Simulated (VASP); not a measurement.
Input of a VASP 6.6.1 run:

The input INCAR:

```
  PREC = Accurate
  ENCUT = 520
  EDIFF = 1E-6
  ISMEAR = -1
  SIGMA = 0.08
  LREAL = False
  LASPH = True
  NELM = 80
  ALGO = Normal
  ISIF = 2
  LWAVE = False
  LCHARG = False
  GGA = PE
  NBANDS = 36
```

Contents of KPOINTS:

```
Automatic mesh
0
Gamma
  13 13 4
```

The input POSCAR:

```
Sn
1.0
    2.6917812130      0.0000000000      0.0000000000
   -1.3458906065      2.3311509118      0.0000000000
    0.0000000000      0.0000000000      8.7826360837
Sn
4
Direct
    0.0000000000      0.0000000000      0.0000000000
    0.0000000000      0.0000000000      0.5000000000
    0.3333333333      0.6666666667      0.2500000000
    0.6666666667      0.3333333333      0.7500000000
```

Potentials or basis: VASP PAW PBE potentials, release 64 (Sn_d).

Run with:

```sh
$ cat potpaw_PBE.64/Sn_d/POTCAR > POTCAR
$ mpirun -np 1 vasp_std > vasp.out
```

(1) Predict the pressure.

(2) Predict the band gap on the k mesh.

Results:

(1) 180.0 GPa.

(2) zero (bands 28 and 29 overlap by 13.30 eV).

Caveat: the cell stands under pressure; spin-orbit coupling is left out, which moves the levels of the heavy elements.
